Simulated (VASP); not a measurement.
HgSe, 2 atoms in the cell. It takes space group F-43m (No. 216, cubic). Conventional cell: a = 6.031 Å, b = 6.031 Å, c = 6.031 Å, α = 90.00°, β = 90.00°, γ = 90.00°. Hg (site symmetry -43m) has 4 Se at 2.61 Å within 3.4 Å. Se (site symmetry -43m) has 4 Hg at 2.61 Å within 3.4 Å.  This cell differs from its parent crystal: volume scaled by 0.98.

```yaml
Program: VASP 6.6.1
Task: electric field gradients
Functional: PBEsol
Potentials_or_basis: VASP PAW PBE potentials, release 64 (Hg, Se)
Cutoff: 400 eV
k_mesh: 8 × 8 × 8
Occupations: fermi-dirac, width 0.01 eV
Spin: no spin polarisation
Dipole_correction: no
Further_INCAR_settings: ALGO = Normal; EDIFF = 1e-08; NBANDS = 16
```

Potentials or basis: VASP PAW PBE potentials, release 64 (Hg, Se).

The run is started by

```console
$ cat potpaw_PBE.64/Hg/POTCAR potpaw_PBE.64/Se/POTCAR > POTCAR
$ mpirun -np 1 vasp_std > vasp.out
```

Hardware: 1 thread of AMD EPYC 7R13, with other jobs on the host.

Question: How long does it take, and how much memory?

Answer: Wall time 48 s on 1 thread of AMD EPYC 7R13, with other jobs on the host, peak memory 0.13 GiB. Counts: scf iterations 15, k points 29.
